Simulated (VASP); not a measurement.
A run of VASP 6.6.1:

File INCAR:

```
PREC = Accurate
ENCUT = 520
EDIFF = 1E-8
ISMEAR = 0
SIGMA = 0.15
LREAL = F
LASPH = T
NELM = 60
ALGO = Normal
ISIF = 2
LWAVE = F
LCHARG = F
GGA = PE
IBRION = 8
NSW = 1
```

File KPOINTS:

```
Automatic mesh
0
Gamma
  16 16 16
```

File POSCAR:

```
HfN
1.0
    0.0000000000      2.2738140414      2.2738140414
    2.2738140414      0.0000000000      2.2738140414
    2.2738140414      2.2738140414      0.0000000000
Hf N
1 1
Direct
    0.0000000000      0.0000000000      0.0000000000
    0.5000000000      0.5000000000      0.5000000000
```

Potentials or basis: VASP PAW PBE potentials, release 64 (Hf_pv, N).

Run with:

```bash
$ cat potpaw_PBE.64/Hf_pv/POTCAR potpaw_PBE.64/N/POTCAR > POTCAR
$ mpirun -np 1 vasp_std > vasp.out
```

Hardware: 1 thread of Intel Xeon 8259CL, with other jobs on the host.

Task: How long does it take, and how much memory?

Result: Run time: 7.7 min on 1 thread of Intel Xeon 8259CL (shared host), peak memory 0.37 GiB. Counts: scf iterations 58, k points 145.
